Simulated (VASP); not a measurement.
# LuH2 (Fm-3m) in VASP: further runs

Runs on LuH2. Level: r2SCAN. Tasks: single point, relaxation of cell and atoms.

All numbers are computed with VASP 6.6.1; they aren't measurements. Logs are shortened: lines on timing, memory, paths and dates and some standing lists are left out, and cuts for length are marked.

### Step 1. The cell of the first run

The structure is cubic, space group Fm-3m (No. 225). The conventional cell has a = 4.993 Å, b = 4.993 Å, c = 4.993 Å, α = 90.00°, β = 90.00°, γ = 90.00°. Within 2.9 Å of Lu (site symmetry m-3m) lie 8 H at 2.16 Å. H (site symmetry -43m) has 4 Lu at 2.16 Å and 6 H at 2.50 Å within 2.9 Å.

### Step 2. Single point, r2SCAN

The input, POSCAR:

```
LuH2
1.0
    0.0000000000      2.4964962426      2.4964962426
    2.4964962426      0.0000000000      2.4964962426
    2.4964962426      2.4964962426      0.0000000000
Lu H
1 2
Direct
    0.0000000000      0.0000000000      0.0000000000
    0.2500000000      0.2500000000      0.2500000000
    0.7500000000      0.7500000000      0.7500000000
```

The input, INCAR.step1:

```
SYSTEM = LuH2
  PREC = Accurate
  ENCUT = 520
  ISMEAR = 0
  SIGMA = 0.1
  LREAL = .FALSE.
  LASPH = .TRUE.
  NELM = 100
  NBANDS = 20
  GGA = PE
  ALGO = Normal
  EDIFF = 1E-4
  LWAVE = .TRUE.
  LCHARG = .FALSE.
```

The input, INCAR.step2:

```
SYSTEM = LuH2
  PREC = Accurate
  ENCUT = 520
  EDIFF = 1E-6
  ISMEAR = 0
  SIGMA = 0.1
  LREAL = .FALSE.
  LASPH = .TRUE.
  NELM = 100
  ALGO = Normal
  ISIF = 2
  LWAVE = .FALSE.
  LCHARG = .FALSE.
  METAGGA = R2SCAN
  LMIXTAU = .TRUE.
  NBANDS = 20
  ISTART = 1
```

The input, KPOINTS:

```
Automatic mesh
0
G
  14 14 14
  0 0 0
```

Potentials or basis: VASP PAW PBE potentials, release 64 (Lu, H).

Command:

```console
> cat potpaw_PBE.64/Lu/POTCAR potpaw_PBE.64/H/POTCAR > POTCAR
> cp INCAR.step1 INCAR
> mpirun -np 1 vasp_std > vasp.out
> cp INCAR.step2 INCAR
> mpirun -np 1 vasp_std > vasp.out
```

OUTCAR:

```text
SYSTEM = LuH2
   PREC = Accurate
   ENCUT = 520
   EDIFF = 1E-6
   ISMEAR = 0
   LREAL = .FALSE.
   LASPH = .TRUE.
   NELM = 100
   ISIF = 2
   METAGGA = R2SCAN
   ISTART = 1

 ion  position               nearest neighbor table
   1  0.000  0.000  0.000-   3 2.16   3 2.16   3 2.16   2 2.16   3 2.16   2 2.16   2 2.16   2 2.16

   2  0.250  0.250  0.250-   1 2.16   1 2.16   1 2.16   1 2.16
   3  0.750  0.750  0.750-   1 2.16   1 2.16   1 2.16   1 2.16

  LATTYP: Found a face centered cubic cell.
 ALAT       =     4.9929924852

  Lattice vectors:

 A1 = (   0.0000000000,   2.4964962426,   2.4964962426)
 A2 = (   2.4964962426,   0.0000000000,   2.4964962426)
 A3 = (   2.4964962426,   2.4964962426,   0.0000000000)

Analysis of symmetry for initial positions (statically):
=====================================================================
 Subroutine PRICEL returns:
 Original cell was already a primitive cell.

 Routine SETGRP: Setting up the symmetry group for a
 face centered cubic supercell.

 Subroutine GETGRP returns: Found 48 space group operations
 (whereof 48 operations were pure point group operations)
 out of a pool of 48 trial point group operations.

The static configuration has the point symmetry O_h .

Analysis of symmetry for dynamics (positions and initial velocities):
=====================================================================
 Subroutine PRICEL returns:
 Original cell was already a primitive cell.

 Routine SETGRP: Setting up the symmetry group for a
 face centered cubic supercell.

 Subroutine GETGRP returns: Found 48 space group operations
 (whereof 48 operations were pure point group operations)
 out of a pool of 48 trial point group operations.

The dynamic configuration has the point symmetry O_h .

 Subroutine INISYM returns: Found 48 space group operations
 (whereof 48 operations are pure point group operations),
 and found     1 'primitive' translations

----------------------------------------------------------------------------------------

                                     Primitive cell

  volume of cell :      31.1188

  direct lattice vectors                    reciprocal lattice vectors
     0.000000000  2.496496243  2.496496243    -0.200280694  0.200280694  0.200280694
     2.496496243  0.000000000  2.496496243     0.200280694 -0.200280694  0.200280694
     2.496496243  2.496496243  0.000000000     0.200280694  0.200280694 -0.200280694

  length of vectors
     3.530578845  3.530578845  3.530578845     0.346896338  0.346896338  0.346896338

  position of ions in fractional coordinates (direct lattice)
     0.000000000  0.000000000  0.000000000
     0.250000000  0.250000000  0.250000000
     0.750000000  0.750000000  0.750000000

  ion indices of the primitive-cell ions
   primitive index   ion index
                 1           1
                 2           2
                 3           3

----------------------------------------------------------------------------------------

 KPOINTS: Automatic mesh

Automatic generation of k-mesh.
 Grid dimensions read from file:
 generate k-points for:   14   14   14

 Generating k-lattice:

  Cartesian coordinates                     Fractional coordinates (reciprocal lattice)
    -0.014305764  0.014305764  0.014305764     0.071428571  0.000000000  0.000000000
     0.014305764 -0.014305764  0.014305764     0.000000000  0.071428571  0.000000000
     0.014305764  0.014305764 -0.014305764     0.000000000  0.000000000  0.071428571

  Length of vectors
     0.024778310  0.024778310  0.024778310

  Shift w.r.t. Gamma in fractional coordinates (k-lattice)
     0.000000000  0.000000000  0.000000000

 Subroutine IBZKPT returns following result:
 ===========================================

 Found    104 irreducible k-points:

 Following reciprocal coordinates:
            Coordinates               Weight
  0.000000  0.000000  0.000000      1.000000
  0.071429  0.000000  0.000000      8.000000
  0.142857  0.000000  0.000000      8.000000
  0.214286  0.000000  0.000000      8.000000
  0.285714  0.000000  0.000000      8.000000
  0.357143  0.000000  0.000000      8.000000
[... 16 lines left out ...]
  0.214286  0.142857  0.000000     24.000000
  0.285714  0.142857  0.000000     24.000000
 [... further k-points ...]
   k-points           NKPTS =    104   k-points in BZ     NKDIM =    104   number of bands    NBANDS=     20
   number of dos      NEDOS =    301   number of ions     NIONS =      3
   total plane-waves  NPLWV =  21952
   dimension x,y,z NGX =    28 NGY =   28 NGZ =   28
   dimension x,y,z NGXF=    56 NGYF=   56 NGZF=   56
   ions per type =               1   2
   NGX,Y,Z   is equivalent  to a cutoff of  13.18, 13.18, 13.18 a.u.
   NGXF,Y,Z  is equivalent  to a cutoff of  26.37, 26.37, 26.37 a.u.
 SYSTEM =  LuH2
   PREC   = accura    normal or accurate (medium, high low for compatibility)
   ISTART =      1    job   : 0-new  1-cont  2-samecut
   ICHARG =      0    charge: 1-file 2-atom 10-const
   ISPIN  =      1    spin polarized calculation?
   LNONCOLLINEAR =      F non collinear calculations
   LSORBIT =      F    spin-orbit coupling
   LASPH  =      T    aspherical Exc in radial PAW
   ENCUT  =  520.0 eV  38.22 Ry    6.18 a.u.   6.56  6.56  6.56*2*pi/ulx,y,z
   NELM   =    100;   NELMIN=  2; NELMDL=  0     # of ELM steps
   EDIFF  = 0.1E-05   stopping-criterion for ELM
   LREAL  =      F    real-space projection
   EDIFFG = 0.1E-04   stopping-criterion for IOM
   NSW    =      0    number of steps for IOM
   IBRION =     -1    ionic relax: 0-MD 1-quasi-New 2-CG
   NFREE  =      0    steps in history (QN), initial steepest desc. (CG)
   ISIF   =      2    stress and relaxation
   ISYM   =      2    0-nonsym 1-usesym 2-fastsym
   POTIM  = 0.5000    time-step for ionic-motion
   TEBEG  =    0.0;   TEEND  =   0.0 temperature during run
   PSTRESS=    0.0 pullay stress
   NELECT =      27.0000    total number of electrons
   NUPDOWN=      -1.0000    fix difference up-down
   EMIN   =  10.00;   EMAX   =-10.00  energy-range for DOS
   EFERMI =   0.00;   METHOD = LEGACY
   ISMEAR =     0;   SIGMA  =   0.10  broadening in eV -4-tet -1-fermi 0-gaus
   EFERMI_NEDOS =   21; number of points for ismear=-14 and -15
   IALGO  =     38    algorithm
   IMIX   =      4    mixing-type and parameters
[... 12 lines left out ...]
 non-spin polarized calculation
 Gauss-broadening in eV      SIGMA  =   0.10
  energy-cutoff  :      520.00
  volume of cell :       31.12
 maximum number of plane-waves:       872
 NGX is ok and might be reduce to    28
   NGX = 13   NGY = 13   NGZ = 13

 number of electron      26.9999999 magnetization

 Free energy of the ion-electron system (eV)
  ---------------------------------------------------
  ext. energy  EPLUGINS =         0.00000000
  ---------------------------------------------------
  free energy    TOTEN  =       -47.25432911 eV

  energy without entropy =      -47.25109207  energy(sigma->0) =      -47.25271059

 E-fermi :   2.8514     XC(G=0): -11.9885

 val. band max:        2.7916693584   @ k =  -0.3571   0.2143   0.0000
 cond. band min:       2.8784895768   @ k =   0.4286   0.2143   0.0000
 fundamental gap:      0.0868202185
 Fermi energy:         2.8514442745

 k-point     1 :       0.0000    0.0000    0.0000
  band No.  band energies     occupation
      1     -55.1050      2.00000
      2     -24.9516      2.00000
      3     -24.9516      2.00000
      4     -24.9516      2.00000
      5      -7.0769      2.00000
      6      -2.7259      2.00000
[... 12 lines left out ...]
     19      13.2666      0.00000
     20      15.9324      0.00000

 k-point     2 :       0.0714    0.0000    0.0000
  band No.  band energies     occupation
      1     -55.1037      2.00000
      2     -24.9766      2.00000
      3     -24.9546      2.00000
      4     -24.9546      2.00000
      5      -6.9519      2.00000
      6      -2.7280      2.00000
[... 12 lines left out ...]
     19      12.6623      0.00000
     20      16.2356      0.00000

 k-point     3 :       0.1429    0.0000    0.0000
  band No.  band energies     occupation
      1     -55.1002      2.00000
      2     -25.0458      2.00000
      3     -24.9628      2.00000
      4     -24.9628      2.00000
      5      -6.5929      2.00000
      6      -2.7340      2.00000
[... 12 lines left out ...]
     19      11.7331      0.00000
     20      16.9677      0.00000

 k-point     4 :       0.2143    0.0000    0.0000
  band No.  band energies     occupation
      1     -55.0951      2.00000
      2     -25.1438      2.00000
      3     -24.9747      2.00000
      4     -24.9747      2.00000
      5      -6.0509      2.00000
      6      -2.7433      2.00000
[... 12 lines left out ...]
     19      11.2093      0.00000
     20      15.4291      0.00000

 k-point     5 :       0.2857    0.0000    0.0000
  band No.  band energies     occupation
      1     -55.0895      2.00000
      2     -25.2499      2.00000
      3     -24.9879      2.00000
      4     -24.9879      2.00000
      5      -5.4169      2.00000
      6      -2.7529      2.00000
[... 12 lines left out ...]
     19      11.6534      0.00000
     20      13.4297      0.00000

 k-point     6 :       0.3571    0.0000    0.0000
  band No.  band energies     occupation
      1     -55.0843      2.00000
      2     -25.3434      2.00000
      3     -24.9997      2.00000
      4     -24.9997      2.00000
      5      -4.8268      2.00000
      6      -2.7557      2.00000
[... 12 lines left out ...]
     19      11.6289      0.00000
     20      12.9741      0.00000

 k-point     7 :       0.4286    0.0000    0.0000
  band No.  band energies     occupation
      1     -55.0808      2.00000
      2     -25.4069      2.00000
      3     -25.0078      2.00000
      4     -25.0078      2.00000
      5      -4.4294      2.00000
      6      -2.7473      2.00000
[... 12 lines left out ...]
     19      10.4462      0.00000
     20      14.2020      0.00000
[... 277 lines left out ...]
 k-point    20 :      -0.1429    0.0714    0.0000
  band No.  band energies     occupation
      1     -55.0977      2.00000
      2     -25.0854      2.00000
      3     -24.9842      2.00000
      4     -24.9628      2.00000
      5      -6.3248      2.00000
      6      -2.7389      2.00000
[... 12 lines left out ...]
     19      11.5359      0.00000
     20      16.3567      0.00000

 k-point    21 :      -0.0714    0.0714    0.0000
  band No.  band energies     occupation
      1     -55.1017      2.00000
      2     -25.0114      2.00000
      3     -24.9677      2.00000
      4     -24.9558      2.00000
      5      -6.7480      2.00000
      6      -2.7314      2.00000
[... 12 lines left out ...]
     19      12.1459      0.00000
     20      16.2222      0.00000

 k-point    22 :       0.1429    0.1429    0.0000
  band No.  band energies     occupation
      1     -55.0986      2.00000
      2     -25.0471      2.00000
      3     -24.9814      2.00000
      4     -24.9813      2.00000
      5      -6.4224      2.00000
      6      -2.7381      2.00000
[... 12 lines left out ...]
     19      12.2215      0.00000
     20      16.3911      0.00000

 k-point    23 :       0.2143    0.1429    0.0000
  band No.  band energies     occupation
      1     -55.0948      2.00000
      2     -25.1109      2.00000
      3     -24.9961      2.00000
      4     -24.9936      2.00000
      5      -6.0055      2.00000
      6      -2.7469      2.00000
[... 12 lines left out ...]
     19      12.0351      0.00000
     20      15.9959      0.00000

 k-point    24 :       0.2857    0.1429    0.0000
  band No.  band energies     occupation
      1     -55.0899      2.00000
      2     -25.1969      2.00000
      3     -25.0109      2.00000
      4     -25.0090      2.00000
      5      -5.4335      2.00000
      6      -2.7591      2.00000
[... 12 lines left out ...]
     19      11.8658      0.00000
     20      14.1279      0.00000

 [... further k-points ...]

------------------------ aborting loop because EDIFF is reached ----------------------------------------

  FORCE on cell =-STRESS in cart. coord.  units (eV):
  Direction    XX          YY          ZZ          XY          YZ          ZX
  --------------------------------------------------------------------------------------
  -------------------------------------------------------------------------------------
  Total        0.1016903      0.1016903      0.1016903      0.0000000     -0.0000000     -0.0000000
  in kB        5.2356111      5.2356111      5.2356111      0.0000000     -0.0000000     -0.0000000
  external PRESSURE =       5.2356111 kB  Pullay stress =       0.0000000 kB

 VOLUME and BASIS-vectors are now :
 -----------------------------------------------------------------------------
  energy-cutoff  :      520.00
  volume of cell :       31.12
      direct lattice vectors                 reciprocal lattice vectors
     0.000000000  2.496496243  2.496496243    -0.200280694  0.200280694  0.200280694
     2.496496243  0.000000000  2.496496243     0.200280694 -0.200280694  0.200280694
     2.496496243  2.496496243  0.000000000     0.200280694  0.200280694 -0.200280694

 POSITION                                       TOTAL-FORCE (eV/Angst)
 -----------------------------------------------------------------------------------
      0.00000      0.00000      0.00000        -0.000000     -0.000000     -0.000000
      1.24825      1.24825      1.24825        -0.000000     -0.000000     -0.000000
      3.74474      3.74474      3.74474         0.000000      0.000000      0.000000
 -----------------------------------------------------------------------------------
    total drift:                               -0.000000     -0.000000     -0.000000

  FREE ENERGIE OF THE ION-ELECTRON SYSTEM (eV)
  ---------------------------------------------------
  free  energy   TOTEN  =       -47.2543291112 eV

  energy  without entropy=      -47.2510920684  energy(sigma->0) =      -47.25271059
```

Wall time 2.1 min (1 thread of Intel Xeon 6975P-C (Granite Rapids), shared host); peak memory 0.22 GiB.

What came out:

```yaml
Free_energy: -47.2543 eV
Pressure: 0.5 GPa
Band_gap_on_the_k_mesh: zero (an odd number of electrons rules out a gap without spin polarisation)
```

Caveat: the PAW data sets were made with another functional, which shifts forces and pressure a little; spin-orbit coupling is left out, which moves the levels of the heavy elements.

### Step 3. Relaxation of cell and atoms, r2SCAN

This run uses another cell than the first one, of 10.62 Å³/atom.

The input, POSCAR:

```
LuH2
1.0
    0.0000000000      2.5165000000      2.5165000000
    2.5165000000      0.0000000000      2.5165000000
    2.5165000000      2.5165000000      0.0000000000
Lu H
1 2
Direct
    0.0000000000      0.0000000000      0.0000000000
    0.2500000000      0.2500000000      0.2500000000
    0.7500000000      0.7500000000      0.7500000000
```

The input, INCAR.step1:

```
SYSTEM = LuH2
PREC = Accurate ; ENCUT = 600
ISMEAR = 0 ; SIGMA = 0.1
LREAL = .False. ; LASPH = .True.
NELM = 100 ; GGA = PE
ALGO = Normal ; EDIFF = 1E-4
LWAVE = .True. ; LCHARG = .False.
```

The input, INCAR.step2:

```
SYSTEM = LuH2
PREC = Accurate ; ENCUT = 600
EDIFF = 1E-7 ; ISMEAR = 0
SIGMA = 0.1 ; LREAL = .False.
LASPH = .True. ; NELM = 100
ALGO = Normal ; ISIF = 3
LWAVE = .False. ; LCHARG = .False.
METAGGA = R2SCAN ; LMIXTAU = .True.
IBRION = 2 ; NSW = 100
EDIFFG = -0.002 ; ISTART = 1
```

The input, KPOINTS:

```
regular mesh
0
Gamma
  14 14 14
  0 0 0
```

Potentials or basis: VASP PAW PBE potentials, release 64 (Lu, H).

Command:

```console
> cat potpaw_PBE.64/Lu/POTCAR potpaw_PBE.64/H/POTCAR > POTCAR
> cp INCAR.step1 INCAR
> mpirun -np 1 vasp_std > vasp.out
> cp INCAR.step2 INCAR
> mpirun -np 1 vasp_std > vasp.out
```

Wall time 6.7 min (1 thread of Intel Xeon 6975P-C (Granite Rapids), shared host); peak memory 0.24 GiB.

The run converged. Its results:

```yaml
Free_energy: -47.2571 eV
Relaxed_volume: 10.46 Å³/atom
Relaxed_cell: a = 3.540 Å, b = 3.540 Å, c = 3.540 Å, α = 60.00°, β = 60.00°, γ = 60.00°
Space_group_after_relaxing_to_0.1_Å: Fm-3m (No. 225)
Energy_gained_by_relaxing: 0.6 meV/atom
Ionic_steps: 3
Pressure_after_relaxing: 0.0 GPa
Band_gap_on_the_k_mesh: zero (an odd number of electrons rules out a gap without spin polarisation)
```

Step by step:
| step | energy change (eV) | largest force (eV/Å) | pressure (GPa) | volume (Å³) |
| --- | --- | --- | --- | --- |
| 1 | 0.0000 | 0.0000 | -1.53 | 31.87 |
| 2 | -0.0018 | 0.0000 | -0.11 | 31.41 |
| 3 | -0.0018 | 0.0000 | -0.02 | 31.37 |

Final structure:
```
CELL_PARAMETERS angstrom
0.00000 2.50325 2.50325
2.50325 0.00000 2.50325
2.50325 2.50325 0.00000
ATOMIC_POSITIONS crystal
Lu 0.00000 0.00000 0.00000
H 0.25000 0.25000 0.25000
H 0.75000 0.75000 0.75000
```

Levels at points of the mesh, in eV from the Fermi level:
| k point | band 11 | band 12 | band 13 | band 14 | band 15 | band 16 |
| --- | --- | --- | --- | --- | --- | --- |
| (0.00, 0.00, 0.00) | -5.17 | -5.17 | -0.95 | 1.57 | 1.57 | 1.57 |
| (0.50, 0.00, 0.00) | -5.18 | -5.16 | -4.35 | 1.64 | 1.65 | 4.92 |
| (0.50, 0.50, 0.00) | -5.19 | -5.19 | -4.41 | -2.41 | 6.27 | 6.34 |

Caveat: the PAW data sets were made with another functional, which shifts forces and pressure a little; spin-orbit coupling is left out, which moves the levels of the heavy elements.

### Step 4. Single point, r2SCAN

This run uses another cell than the first one, of 10.62 Å³/atom.

POSCAR is that of step 3.

The input, INCAR.step1:

```
SYSTEM = LuH2
PREC = Accurate
ENCUT = 520
ISMEAR = 0
SIGMA = 0.1
LREAL = .False.
LASPH = .True.
NELM = 100
NBANDS = 20
GGA = PE
ALGO = Normal
EDIFF = 1E-4
LWAVE = .True.
LCHARG = .False.
```

The input, INCAR.step2:

```
SYSTEM = LuH2
PREC = Accurate
ENCUT = 520
EDIFF = 1E-6
ISMEAR = 0
SIGMA = 0.1
LREAL = .False.
LASPH = .True.
NELM = 100
ALGO = Normal
ISIF = 2
LWAVE = .False.
LCHARG = .True.
METAGGA = R2SCAN
LMIXTAU = .True.
LELF = .True.
LVHAR = .True.
NBANDS = 20
ISTART = 1
```

The input, KPOINTS:

```
regular mesh
0
Gamma
  6 6 6
  0 0 0
```

Command:

```console
> cat potpaw_PBE.64/Lu/POTCAR potpaw_PBE.64/H/POTCAR > POTCAR
> cp INCAR.step1 INCAR
> mpirun -np 1 vasp_std > vasp.out
> cp INCAR.step2 INCAR
> mpirun -np 1 vasp_std > vasp.out
```

Run time: 30 s. Hardware: 1 thread of Intel Xeon 6975P-C (Granite Rapids), shared host; peak memory 0.18 GiB.

Results (log left out):

```yaml
Free_energy: -47.2548 eV
Pressure: -1.8 GPa
Band_gap_on_the_k_mesh: zero (an odd number of electrons rules out a gap without spin polarisation)
```

Levels at points of the mesh, in eV from the Fermi level:
```
           k point  band 9  band 10  band 11  band 12  band 13  band 14  band 15  band 16  band 17  band 18
(0.00, 0.00, 0.00)   -5.47    -5.40    -5.40    -5.40    -1.17     1.37     1.37     1.37     4.30     4.30
(0.50, 0.00, 0.00)   -5.45    -5.42    -5.42    -5.40    -4.57     1.44     1.44     4.68     5.79     5.79
(0.50, 0.50, 0.00)   -5.46    -5.44    -5.43    -5.43    -4.63    -2.57     5.98     6.05     6.05     6.66
```

Caveat: the k points lie up to 0.36 Å⁻¹ apart, too coarse for converged energies and pressures of a metal; the PAW data sets were made with another functional, which shifts forces and pressure a little; spin-orbit coupling is left out, which moves the levels of the heavy elements.

### Step 5. Overview

```tsv
task	cell	k mesh	cutoff (eV)	gap on the mesh (eV)	pressure (GPa)
single point	a = 3.531 Å, angles 60.0°, 3 atoms	14 × 14 × 14	520	none	0.5
relaxation of cell and atoms	relaxed from a = 3.559 Å, angles 60.0°, 3 atoms	14 × 14 × 14	600	none	0.0
single point	a = 3.559 Å, angles 60.0°, 3 atoms	6 × 6 × 6	520	none	-1.8
```

Alike in all rows: level r2SCAN; potentials or basis VASP PAW PBE potentials, release 64 (Lu, H); no spin polarisation; smearing gaussian 0.1 eV.

Caveats: some runs use coarse meshes; the PAW data sets were made with another functional, which shifts forces and pressure a little; spin-orbit coupling is left out, which moves the levels of the heavy elements.

Total energies depend on the potentials used, so only differences within one code and one set of settings carry meaning.

The gap in the log of VASP goes by the Fermi energy; the results here count the filled bands.